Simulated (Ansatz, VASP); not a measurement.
In4Ge: VASP beside Ansatz

```xyz
5
Lattice="4.3791 0.0000 0.0000 0.0000 4.3791 0.0000 0.0000 0.0000 4.3791" Properties=species:S:1:pos:R:3 pbc="T T T"
In    2.1896    2.1896    2.1896
In    2.1896    0.0000    0.0000
In    0.0000    2.1896    0.0000
In    0.0000    0.0000    2.1896
Ge    0.0000    0.0000    0.0000
```

Alike in both runs: task relaxation of cell and atoms; functional PBE; k mesh 4 × 4 × 4; occupations gaussian, width 0.1 eV; no spin polarisation.

|  | VASP | Ansatz |
| --- | --- | --- |
| version | VASP 6.6.1 | Ansatz 0.2.0 |
| potentials or method | VASP PAW PBE potentials, release 64 (In_d, Ge_d), cutoff 600 eV | scalar-relativistic, plane waves, PAW |
| valence electrons in the cell | 66 | 66 |

|  | VASP | Ansatz | Ansatz less VASP |
| --- | --- | --- | --- |
| gap on the k mesh at the Fermi level, each at its own relaxed structure (eV) | none | none | - |
| relaxed volume (Å³/atom) | 33.31 | 33.21 | -0.104 |
| relaxed cell length with the largest relative difference (Å) | 5.502 | 5.496 | -0.0057 |

A gap of «none» marks a metal or a gap that the smearing closes.

Noted on VASP's run: the volume moved by over 15 % at a fixed basis, so the end points are rough.
